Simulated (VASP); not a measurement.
The system is Nb.

```
Nb
1.0
    -1.66395    1.66395    1.66395
     1.66395   -1.66395    1.66395
     1.66395    1.66395   -1.66395
Nb
1
Direct
  0.00000 0.00000 0.00000
```

```yaml
Program: VASP 6.6.1
Task: relaxation of cell and atoms
Functional: LDA
Potentials_or_basis: VASP PAW LDA potentials, release 64 (Nb_sv)
Cutoff: 600 eV
k_mesh: 9 × 9 × 9
Occupations: fermi-dirac, width 0.05 eV
Spin: no spin polarisation
```

At the start: pressure -12.6 GPa; volume 18.43 Å³/atom.

**Question.** How do energy, volume and symmetry change on relaxing?

**Answer.** Over 4 steps the energy falls by 55.8 meV/atom and the volume is 17.10 Å³/atom (-7.2 %); space group Im-3m (No. 229, to 0.05 Å).

Step by step:
```tsv
step	energy change (eV)	largest force (eV/Å)	pressure (GPa)	volume (Å³)
1	0.0000	0.0000	-12.60	18.43
2	0.1753	0.0000	36.55	14.83
3	-0.0556	0.0000	-0.78	17.16
4	-0.0558	0.0000	-0.10	17.10
```

Final structure:
```xyz
1
Lattice="-1.6230 1.6230 1.6230 1.6230 -1.6230 1.6230 1.6230 1.6230 -1.6230" Properties=species:S:1:pos:R:3 pbc="T T T"
Nb    0.0000    0.0000    0.0000
```
